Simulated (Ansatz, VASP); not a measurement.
Two plane-wave programs on AgCl

Contents of INCAR:

```
SYSTEM = AgCl
  ALGO = Normal
  EDIFF = 1E-6
  ENCUT = 520
  GGA = PS
  ISIF = 2
  ISMEAR = 0
  LASPH = .TRUE.
  LCHARG = .FALSE.
  LREAL = .FALSE.
  LWAVE = .FALSE.
  NBANDS = 16
  NELM = 80
  PREC = Accurate
  SIGMA = 0.05
```

KPOINTS

```
k-points
0
G
  12 12 12
  0 0 0
```

POSCAR

```
AgCl
1.0
    3.3607679768      0.0300871501      0.0300871501
    0.0300871501      3.3607679768      0.0300871501
    0.0300871501      0.0300871501      3.3607679768
Ag Cl
1 1
Direct
    0.0000000000      0.0000000000      0.0000000000
    0.5000000000      0.5000000000      0.5000000000
```

Input for Ansatz:

```yaml
crystal:
  lattice:
    - [3.3607679768, 0.0300871501, 0.0300871501]
    - [0.0300871501, 3.3607679768, 0.0300871501]
    - [0.0300871501, 0.0300871501, 3.3607679768]
  atoms:
    - { symbol: Ag, position: [0.0, 0.0, 0.0] }
    - { symbol: Cl, position: [0.5, 0.5, 0.5] }
basis:
  ecutwfc: 420
kpoints:
  mp_grid: { grid: [12, 12, 12] }
hamiltonian:
  xc: pbesol
scf:
  occupations: { method: gaussian, width: 0.05 }
output:
  forces: true
  stress: true
  eigenvalues: true
```

Alike in both runs: task single point; functional PBEsol; k mesh 12 × 12 × 12; occupations gaussian, width 0.05 eV; no spin polarisation.

```csv
,VASP,Ansatz
version,VASP 6.6.1,Ansatz 0.2.0
potentials or method,"VASP PAW PBE potentials, release 64 (Ag, Cl), cutoff 520 eV","scalar-relativistic, plane waves, PAW"
valence electrons in the cell,18,26
```

Ansatz gave:

```
gap on the k mesh at the Fermi level (eV)                     : 0.38
least direct gap on the mesh (eV)                             : 2.09
pressure (GPa)                                                : -1.6
traceless stress, the component that is largest in VASP (GPa) : 0.24
```

Q: Which values does VASP return?

A: gap on the k mesh at the Fermi level (eV): 0.38; least direct gap on the mesh (eV): 2.10; pressure (GPa): -1.7; traceless stress, the component that is largest in VASP (GPa): 0.24.

VASP's potentials were made for PBE, not for PBEsol. VASP's potentials hold 18 valence electrons a cell and Ansatz's 26, so a difference there can come from the potentials and not from the codes.
